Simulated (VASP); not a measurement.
# Be (Cmcm) in VASP: single point with PBEsol

Aim: the single point of Be with PBEsol.

Program: VASP 6.6.1. These are calculated values, not measurements. Logs are shortened: lines on timing, memory, paths and dates and some standing lists are left out, and cuts for length are marked.

**1. The cell of the first run**

It takes space group Cmcm (No. 63, orthorhombic). Conventional cell: a = 4.988 Å, b = 3.495 Å, c = 4.992 Å, α = 90.00°, β = 90.00°, γ = 90.00°. Within 4.0 Å of Be (site symmetry m2m) lie 14 Be at 3.03 to 3.53 Å.

This isn't the form of Be at room conditions, which is hcp.

**2. Single point, PBEsol (Ba replaced by Be, lengths x 0.668, strained)**

INCAR

```
PREC = Accurate
ENCUT = 520
EDIFF = 1E-6
ISMEAR = 0
SIGMA = 0.1
LREAL = F
LASPH = T
NELM = 100
ALGO = Fast
ISIF = 2
LWAVE = F
LCHARG = F
GGA = PS
NBANDS = 9
```

KPOINTS

```
regular mesh
0
Gamma
  14 14 8
```

POSCAR

```
Be
1.0
    2.4937780565     -1.7474933030      0.0000000000
    2.4937780565      1.7474933030      0.0000000000
    0.0000000000      0.0000000000      4.9920674973
Be
2
Direct
    0.7467739700      0.2532260300      0.2500000000
    0.2532260300      0.7467739700      0.7500000000
```

Potentials or basis: VASP PAW PBE potentials, release 64 (Be).

Command:

```bash
$ cat potpaw_PBE.64/Be/POTCAR > POTCAR
$ mpirun -np 1 vasp_std > vasp.out
```

OUTCAR:

```text
PREC = Accurate
   ENCUT = 520
   EDIFF = 1E-6
   ISMEAR = 0
   LREAL = F
   LASPH = T
   NELM = 100
   ISIF = 2
   GGA = PS

 ion  position               nearest neighbor table
   1  0.747  0.253  0.250-
   2  0.253  0.747  0.750-

  LATTYP: Found a base centered orthorhombic cell.
 ALAT       =     3.4949866060
 B/A-ratio  =     1.4270601508
 C/A-ratio  =     1.4283509667

  Lattice vectors:

 A1 = (  -2.4937780565,  -1.7474933030,   0.0000000000)
 A2 = (   2.4937780565,  -1.7474933030,   0.0000000000)
 A3 = (   0.0000000000,   0.0000000000,   4.9920674973)

Analysis of symmetry for initial positions (statically):
=====================================================================
 Subroutine PRICEL returns:
 Original cell was already a primitive cell.

 Routine SETGRP: Setting up the symmetry group for a
 base centered orthorhombic supercell.

 Subroutine GETGRP returns: Found  8 space group operations
 (whereof  4 operations were pure point group operations)
 out of a pool of  8 trial point group operations.

The static configuration has the point symmetry C_2h.
 The point group associated with its full space group is D_2h.

Analysis of symmetry for dynamics (positions and initial velocities):
=====================================================================
 Subroutine PRICEL returns:
 Original cell was already a primitive cell.

 Routine SETGRP: Setting up the symmetry group for a
 base centered orthorhombic supercell.

 Subroutine GETGRP returns: Found  8 space group operations
 (whereof  4 operations were pure point group operations)
 out of a pool of  8 trial point group operations.

The dynamic configuration has the point symmetry C_2h.
 The point group associated with its full space group is D_2h.

 Subroutine INISYM returns: Found  8 space group operations
 (whereof  4 operations are pure point group operations),
 and found     1 'primitive' translations

----------------------------------------------------------------------------------------

                                     Primitive cell

  volume of cell :      43.5095

  direct lattice vectors                    reciprocal lattice vectors
     2.493778057 -1.747493303  0.000000000     0.200498997 -0.286124129  0.000000000
     2.493778057  1.747493303  0.000000000     0.200498997  0.286124129  0.000000000
     0.000000000  0.000000000  4.992067497     0.000000000  0.000000000  0.200317804

  length of vectors
     3.045104569  3.045104569  4.992067497     0.349380688  0.349380688  0.200317804

  position of ions in fractional coordinates (direct lattice)
     0.746773970  0.253226030  0.250000000
     0.253226030  0.746773970  0.750000000

  ion indices of the primitive-cell ions
   primitive index   ion index
                 1           1
                 2           2

----------------------------------------------------------------------------------------

 KPOINTS: regular mesh

Automatic generation of k-mesh.
 Grid dimensions read from file:
 generate k-points for:   14   14    8

 Generating k-lattice:

  Cartesian coordinates                     Fractional coordinates (reciprocal lattice)
     0.014321357 -0.020437438  0.000000000     0.071428571 -0.000000000  0.000000000
     0.014321357  0.020437438  0.000000000    -0.000000000  0.071428571  0.000000000
     0.000000000  0.000000000  0.025039726     0.000000000  0.000000000  0.125000000

  Length of vectors
     0.024955763  0.024955763  0.025039726

  Shift w.r.t. Gamma in fractional coordinates (k-lattice)
     0.000000000  0.000000000  0.000000000

 Subroutine IBZKPT returns following result:
 ===========================================

 Found    285 irreducible k-points:

 Following reciprocal coordinates:
            Coordinates               Weight
  0.000000  0.000000  0.000000      1.000000
  0.071429 -0.000000  0.000000      4.000000
  0.142857 -0.000000  0.000000      4.000000
  0.214286 -0.000000  0.000000      4.000000
  0.285714  0.000000  0.000000      4.000000
  0.357143 -0.000000  0.000000      4.000000
[... 16 lines left out ...]
  0.214286  0.142857  0.000000      4.000000
  0.285714  0.142857  0.000000      4.000000
 [... further k-points ...]
   k-points           NKPTS =    285   k-points in BZ     NKDIM =    285   number of bands    NBANDS=      9
   number of dos      NEDOS =    301   number of ions     NIONS =      2
   total plane-waves  NPLWV =  23040
   dimension x,y,z NGX =    24 NGY =   24 NGZ =   40
   dimension x,y,z NGXF=    48 NGYF=   48 NGZF=   80
   ions per type =               2
   NGX,Y,Z   is equivalent  to a cutoff of  13.10, 13.10, 13.32 a.u.
   NGXF,Y,Z  is equivalent  to a cutoff of  26.21, 26.21, 26.64 a.u.
 SYSTEM =  unknown system
   PREC   = accura    normal or accurate (medium, high low for compatibility)
   ISTART =      0    job   : 0-new  1-cont  2-samecut
   ICHARG =      2    charge: 1-file 2-atom 10-const
   ISPIN  =      1    spin polarized calculation?
   LNONCOLLINEAR =      F non collinear calculations
   LSORBIT =      F    spin-orbit coupling
   LASPH  =      T    aspherical Exc in radial PAW
   ENCUT  =  520.0 eV  38.22 Ry    6.18 a.u.   5.66  5.66  9.28*2*pi/ulx,y,z
   NELM   =    100;   NELMIN=  2; NELMDL= -5     # of ELM steps
   EDIFF  = 0.1E-05   stopping-criterion for ELM
   LREAL  =      F    real-space projection
   EDIFFG = 0.1E-04   stopping-criterion for IOM
   NSW    =      0    number of steps for IOM
   IBRION =     -1    ionic relax: 0-MD 1-quasi-New 2-CG
   NFREE  =      0    steps in history (QN), initial steepest desc. (CG)
   ISIF   =      2    stress and relaxation
   ISYM   =      2    0-nonsym 1-usesym 2-fastsym
   POTIM  = 0.5000    time-step for ionic-motion
   TEBEG  =    0.0;   TEEND  =   0.0 temperature during run
   PSTRESS=    0.0 pullay stress
   NELECT =       4.0000    total number of electrons
   NUPDOWN=      -1.0000    fix difference up-down
   EMIN   =  10.00;   EMAX   =-10.00  energy-range for DOS
   EFERMI =   0.00;   METHOD = LEGACY
   ISMEAR =     0;   SIGMA  =   0.10  broadening in eV -4-tet -1-fermi 0-gaus
   EFERMI_NEDOS =   21; number of points for ismear=-14 and -15
   IALGO  =     68    algorithm
   IMIX   =      4    mixing-type and parameters
     AMIX     =   0.40;   BMIX     =  1.00
     AMIX_MAG =   1.60;   BMIX_MAG =  1.00
  volume/ion in A,a.u.               =      21.75       146.81
  Fermi-wavevector in a.u.,A,eV,Ry     =   0.738868  1.396258  7.427775  0.545926
  Thomas-Fermi vector in A             =   1.832894
   LORBIT       =      0    0 simple, 1 ext, 2 COOP (PROOUT), +10 PAW based schemes
   GGA     = PS    functional components
   LHFCALC =     F    Hartree Fock is set to
   AEXX    =    0.0000 exact exchange contribution
   IVDW    =     0    specifies the selected vdW correction
   LEPSILON=     F    determine dielectric tensor
   LRPA    =     F    only Hartree local field effects (RPA)
 non-spin polarized calculation
 RMM-DIIS sequential band-by-band and
 Gauss-broadening in eV      SIGMA  =   0.10
  energy-cutoff  :      520.00
  volume of cell :       43.51
 maximum number of plane-waves:      1192
   NGX = 11   NGY = 11   NGZ = 19

 number of electron       4.0000000 magnetization

 Free energy of the ion-electron system (eV)
  ---------------------------------------------------
  ext. energy  EPLUGINS =         0.00000000
  ---------------------------------------------------
  free energy    TOTEN  =        -3.98852020 eV

  energy without entropy =       -3.98405101  energy(sigma->0) =       -3.98628560

 E-fermi :   0.9012     XC(G=0):  -7.7248

 val. band max:        0.8917265556   @ k =  -0.4286   0.4286   0.5000
 cond. band min:       0.9067199142   @ k =   0.5000   0.2857   0.2500
 fundamental gap:      0.0149933586
 Fermi energy:         0.9011651276

 k-point     1 :       0.0000    0.0000    0.0000
  band No.  band energies     occupation
      1      -5.5163      2.00000
      2      -0.6918      2.00000
      3       0.0602      2.00000
      4       6.8359      0.00000
      5       8.5228      0.00000
      6       9.5546      0.00000
      7       9.5632      0.00000
      8       9.5847      0.00000
      9      13.0417      0.00000

 k-point     2 :       0.0714   -0.0000    0.0000
  band No.  band energies     occupation
      1      -5.4351      2.00000
      2      -0.6043      2.00000
      3       0.1282      2.00000
      4       6.4879      0.00000
      5       8.1570      0.00000
      6       9.2918      0.00000
      7       9.4248      0.00000
      8       9.5066      0.00000
      9      13.4231      0.00000

 k-point     3 :       0.1429   -0.0000    0.0000
  band No.  band energies     occupation
      1      -5.1918      2.00000
      2      -0.3424      2.00000
      3       0.3315      2.00000
      4       5.4006      0.00000
      5       7.7196      0.00000
      6       8.5637      0.00000
      7       8.9978      0.00000
      8       9.2995      0.00000
      9      13.9462      0.00000

 k-point     4 :       0.2143   -0.0000    0.0000
  band No.  band energies     occupation
      1      -4.7866      2.00000
      2       0.0925      2.00000
      3       0.6665      1.99909
      4       3.9400      0.00000
      5       7.4758      0.00000
      6       7.5844      0.00000
      7       8.2187      0.00000
      8       8.9776      0.00000
      9      14.5969      0.00000
[... 205 lines left out ...]
 k-point    22 :       0.1429    0.1429    0.0000
  band No.  band energies     occupation
      1      -5.0889      2.00000
      2      -0.2441      2.00000
      3       0.4089      2.00000
      4       5.8153      0.00000
      5       7.9512      0.00000
      6       8.1217      0.00000
      7       8.8446      0.00000
      8       9.3695      0.00000
      9      13.0652      0.00000

 k-point    23 :       0.2143    0.1429    0.0000
  band No.  band energies     occupation
      1      -4.7944      2.00000
      2       0.0638      2.00000
      3       0.6489      1.99964
      4       4.9587      0.00000
      5       7.3597      0.00000
      6       7.9738      0.00000
      7       8.4023      0.00000
      8       9.0633      0.00000
      9      12.7581      0.00000

 k-point    24 :       0.2857    0.1429    0.0000
  band No.  band energies     occupation
      1      -4.3384      2.00000
      2       0.5406      2.00000
      3       1.0178      0.09896
      4       3.6090      0.00000
      5       6.5616      0.00000
      6       7.6424      0.00000
      7       8.2150      0.00000
      8       8.2805      0.00000
      9      12.7869      0.00000

 [... further k-points ...]

------------------------ aborting loop because EDIFF is reached ----------------------------------------

  FORCE on cell =-STRESS in cart. coord.  units (eV):
  Direction    XX          YY          ZZ          XY          YZ          ZX
  --------------------------------------------------------------------------------------
  -------------------------------------------------------------------------------------
  Total       -5.2431684     -5.4436354     -5.3751776      0.0000000      0.0000000      0.0000000
  in kB     -193.0725902   -200.4545175   -197.9336513      0.0000000      0.0000000      0.0000000
  external PRESSURE =    -197.1535863 kB  Pullay stress =       0.0000000 kB

 VOLUME and BASIS-vectors are now :
 -----------------------------------------------------------------------------
  energy-cutoff  :      520.00
  volume of cell :       43.51
      direct lattice vectors                 reciprocal lattice vectors
     2.493778057 -1.747493303  0.000000000     0.200498997 -0.286124129  0.000000000
     2.493778057  1.747493303  0.000000000     0.200498997  0.286124129  0.000000000
     0.000000000  0.000000000  4.992067497     0.000000000  0.000000000  0.200317804

 POSITION                                       TOTAL-FORCE (eV/Angst)
 -----------------------------------------------------------------------------------
      2.49378     -0.86247      1.24802         0.000000      0.003999      0.000000
      2.49378      0.86247      3.74405         0.000000     -0.003999      0.000000
 -----------------------------------------------------------------------------------
    total drift:                               -0.000000      0.000000     -0.000000

  FREE ENERGIE OF THE ION-ELECTRON SYSTEM (eV)
  ---------------------------------------------------
  free  energy   TOTEN  =        -3.9885201993 eV

  energy  without entropy=       -3.9840510073  energy(sigma->0) =       -3.98628560
```

It took 96 s on 1 thread of Oxide Virtual Turin-like, shared host; peak memory 0.18 GiB.

What came out:

* Free energy: -3.9885 eV
* Pressure: -19.7 GPa
* Largest force: 0.004 eV/Å
* Band gap on the k mesh: zero (bands 2 and 3 overlap by 2.11 eV)

Forces on the atoms (eV/Å):
```
Be   0.000  0.004  0.000
Be   0.000 -0.004  0.000
```

Caveat: the cell differs from its parent crystal (Ba replaced by Be, lengths x 0.668, strained); the cell stands under tension; the PAW data sets were made with another functional, which shifts forces and pressure a little.
